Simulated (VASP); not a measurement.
# BAs in VASP: single point with PBEsol+D4

Aim: the single point of BAs with PBEsol+D4.

All numbers are computed with VASP 6.6.1; they aren't measurements. Logs are shortened: lines on timing, memory, paths and dates and some standing lists are left out, and cuts for length are marked.

## 1. The cell of the first run

The cell holds a sheet with vacuum, 2 atoms: a = 3.356 Å, b = 3.356 Å, c = 23.800 Å, α = 90.00°, β = 90.00°, γ = 120.00°.

## 2. Single point, PBEsol+D4

The input, INCAR:

```
PREC = Accurate ; ENCUT = 420
EDIFF = 1E-6 ; ISMEAR = 0
SIGMA = 0.03 ; LREAL = False
LASPH = True ; NELM = 120
ALGO = Normal ; ISIF = 2
LWAVE = False ; LCHARG = False
LDIPOL = True ; IDIPOL = 3
DIPOL = 0.5 0.5 0.294 ; GGA = PS
IVDW = 13 ; NBANDS = 11
GGA_COMPAT = False ; NELMDL = -8
```

The input, KPOINTS:

```
regular mesh
0
Gamma
  12 12 1
```

The input, POSCAR:

```
BAs
1.0
    3.3562562082      0.0000000000      0.0000000000
   -1.6781281041      2.9066031379      0.0000000000
    0.0000000000      0.0000000000     23.8000000000
B As
1 1
Direct
    0.3333333333      0.6666666667      0.2941176471
    0.6666666667      0.3333333333      0.2941176471
```

Potentials or basis: VASP PAW PBE potentials, release 64 (B, As).

Started as:

```console
cat potpaw_PBE.64/B/POTCAR potpaw_PBE.64/As/POTCAR > POTCAR
mpirun -np 1 vasp_std > vasp.out
```

OUTCAR:

```text
PREC = Accurate
   ENCUT = 420
   EDIFF = 1E-6
   ISMEAR = 0
   LREAL = False
   LASPH = True
   NELM = 120
   ISIF = 2
   GGA = PS
   IVDW = 13
   NELMDL = -8

 ion  position               nearest neighbor table
   1  0.333  0.667  0.294-   2 1.94   2 1.94   2 1.94
   2  0.667  0.333  0.294-   1 1.94   1 1.94   1 1.94

  LATTYP: Found a hexagonal cell.
 ALAT       =     3.3562562082
 C/A-ratio  =     7.0912345553

  Lattice vectors:

 A1 = (   3.3562562082,   0.0000000000,   0.0000000000)
 A2 = (  -1.6781281041,   2.9066031379,   0.0000000000)
 A3 = (   0.0000000000,   0.0000000000,  23.8000000000)

Analysis of symmetry for initial positions (statically):
=====================================================================
 Subroutine PRICEL returns:
 Original cell was already a primitive cell.

 Routine SETGRP: Setting up the symmetry group for a
 hexagonal supercell.

 Subroutine GETGRP returns: Found 12 space group operations
 (whereof  6 operations were pure point group operations)
 out of a pool of 24 trial point group operations.

The static configuration has the point symmetry C_3v.
 The point group associated with its full space group is D_3h.

Analysis of symmetry for dynamics (positions and initial velocities):
=====================================================================
 Subroutine PRICEL returns:
 Original cell was already a primitive cell.

 Routine SETGRP: Setting up the symmetry group for a
 hexagonal supercell.

 Subroutine GETGRP returns: Found 12 space group operations
 (whereof  6 operations were pure point group operations)
 out of a pool of 24 trial point group operations.

The dynamic configuration has the point symmetry C_3v.
 The point group associated with its full space group is D_3h.

 Subroutine INISYM returns: Found 12 space group operations
 (whereof  6 operations are pure point group operations),
 and found     1 'primitive' translations

----------------------------------------------------------------------------------------

                                     Primitive cell

  volume of cell :     232.1763

  direct lattice vectors                    reciprocal lattice vectors
     3.356256208  0.000000000  0.000000000     0.297951032  0.172022108  0.000000000
    -1.678128104  2.906603138  0.000000000     0.000000000  0.344044217  0.000000000
     0.000000000  0.000000000 23.800000000     0.000000000  0.000000000  0.042016807

  length of vectors
     3.356256208  3.356256208 23.800000000     0.344044217  0.344044217  0.042016807

  position of ions in fractional coordinates (direct lattice)
     0.333333333  0.666666667  0.294117647
     0.666666667  0.333333333  0.294117647

  ion indices of the primitive-cell ions
   primitive index   ion index
[... 89 lines left out ...]
  volume/ion in A,a.u.               =     116.09       783.40
  Fermi-wavevector in a.u.,A,eV,Ry     =   0.532720  1.006695  3.861204  0.283790
  Thomas-Fermi vector in A             =   1.556336
   LORBIT       =      0    0 simple, 1 ext, 2 COOP (PROOUT), +10 PAW based schemes
   GGA     = PS    functional components
   LHFCALC =     F    Hartree Fock is set to
   AEXX    =    0.0000 exact exchange contribution
   IVDW    =    13    specifies the selected vdW correction
   LEPSILON=     F    determine dielectric tensor
   LRPA    =     F    only Hartree local field effects (RPA)
 non-spin polarized calculation
 Gauss-broadening in eV      SIGMA  =   0.03
  energy-cutoff  :      420.00
  volume of cell :      232.18
 maximum number of plane-waves:      4591
 NGX is ok and might be reduce to    24
   NGX = 11   NGY = 11   NGZ = 79

 dipolmoment           0.000000      0.000000     -0.000000 electrons x Angstroem

 number of electron       8.0000000 magnetization

 dipolmoment           0.000000      0.000000      0.000000 electrons x Angstroem

 Free energy of the ion-electron system (eV)
  ---------------------------------------------------
  ext. energy  EPLUGINS =         0.00000000
  ---------------------------------------------------
  free energy    TOTEN  =       -11.24780130 eV

  energy without entropy =      -11.24780130  energy(sigma->0) =      -11.24780130

 E-fermi :  -3.5523     XC(G=0):  -1.8207

 val. band max:       -3.6965853344   @ k =   0.3333   0.3333   0.0000
 cond. band min:      -2.9649959449   @ k =   0.3333   0.3333   0.0000
 fundamental gap:      0.7315893896
 Fermi energy:        -3.5522586109

 k-point     1 :       0.0000    0.0000    0.0000
  band No.  band energies     occupation
      1     -17.6468      2.00000
      2      -7.7412      2.00000
      3      -5.1860      2.00000
      4      -5.1860      2.00000
      5       0.0031      0.00000
      6       0.4176      0.00000
      7       1.0443      0.00000
      8       1.1767      0.00000
      9       1.1767      0.00000
     10       1.3252      0.00000
     11       1.9620      0.00000
[... 239 lines left out ...]
 k-point    19 :       0.3333    0.3333    0.0000
  band No.  band energies     occupation
      1     -14.6657      2.00000
      2     -11.6128      2.00000
      3      -9.8270      2.00000
      4      -3.6966      2.00000
      5      -2.9650      0.00000
      6       2.6335      0.00000
      7       3.0646      0.00000
      8       4.7933      0.00000
      9       5.5895      0.00000
     10       6.0007      0.00000
     11       6.4550      0.00000

------------------------ aborting loop because EDIFF is reached ----------------------------------------

 vacuum level on the upper side and lower side of the slab       (xc-potential included)        -0.009        -0.009

  DFT-D4 for vdW energy calculation

  Edisp (eV):   -0.14962

  FORCE on cell =-STRESS in cart. coord.  units (eV):
  Direction    XX          YY          ZZ          XY          YZ          ZX
  --------------------------------------------------------------------------------------
  -------------------------------------------------------------------------------------
  Total       0.26858     0.26858    -0.00675     0.00000     0.00000     0.00000
  in kB       1.85340     1.85340    -0.04660     0.00000     0.00000     0.00000
  external pressure =        1.22 kB  Pullay stress =        0.00 kB

 VOLUME and BASIS-vectors are now :
 -----------------------------------------------------------------------------
  energy-cutoff  :      420.00
  volume of cell :      232.18
      direct lattice vectors                 reciprocal lattice vectors
     3.356256208  0.000000000  0.000000000     0.297951032  0.172022108  0.000000000
    -1.678128104  2.906603138  0.000000000     0.000000000  0.344044217  0.000000000
     0.000000000  0.000000000 23.800000000     0.000000000  0.000000000  0.042016807

 POSITION                                       TOTAL-FORCE (eV/Angst)
 -----------------------------------------------------------------------------------
     -0.00000      1.93774      7.00000         0.000000     -0.000000      0.000000
      1.67813      0.96887      7.00000        -0.000000      0.000000     -0.000000
 -----------------------------------------------------------------------------------
    total drift:                                0.000000     -0.000000      0.000004

  FREE ENERGIE OF THE ION-ELECTRON SYSTEM (eV)
  ---------------------------------------------------
  free  energy   TOTEN  =       -11.3974245014 eV

  energy  without entropy=      -11.3974245014  energy(sigma->0) =      -11.39742450

 vacuum level on the upper side and lower side of the slab         1.233         1.233
```

stdout:

```text
POSCAR found type information on POSCAR B As
 POSCAR found :  2 types and       2 ions
 scaLAPACK will be used
 -----------------------------------------------------------------------------
|                                                                             |
|                                                                             |
|     You enforced a specific xc type in the INCAR file but a different       |
|     I HOPE YOU KNOW WHAT YOU ARE DOING!                                     |
|                                                                             |
 -----------------------------------------------------------------------------

 LDA part: xc-table for (Slater+PW92), standard interpolation
 POSCAR, INCAR and KPOINTS ok, starting setup
 FFT: planning ... GRIDC
 FFT: planning ... GRID_SOFT
 FFT: planning ... GRID
 WAVECAR not read
 entering main loop
```

Run time: 2.2 min. Hardware: 1 thread of AMD EPYC 7R13, shared host; peak memory 0.26 GiB.

Results:

```yaml
Free_energy: -11.3974 eV
Band_gap_on_the_k_mesh: 0.73 eV
Dispersion_energy_per_atom: -0.075 eV
```

Levels at points of the mesh, in eV from the valence-band top:
| k point | band 2 | band 3 | band 4 | band 5 | band 6 | band 7 |
| --- | --- | --- | --- | --- | --- | --- |
| (0.00, 0.00, 0.00) | -4.04 | -1.49 | -1.49 | 3.70 | 4.11 | 4.74 |
| (0.50, 0.00, 0.00) | -8.29 | -3.62 | -1.08 | 1.42 | 2.55 | 7.58 |

Caveat: the PAW data sets were made with another functional, which shifts forces and pressure a little.
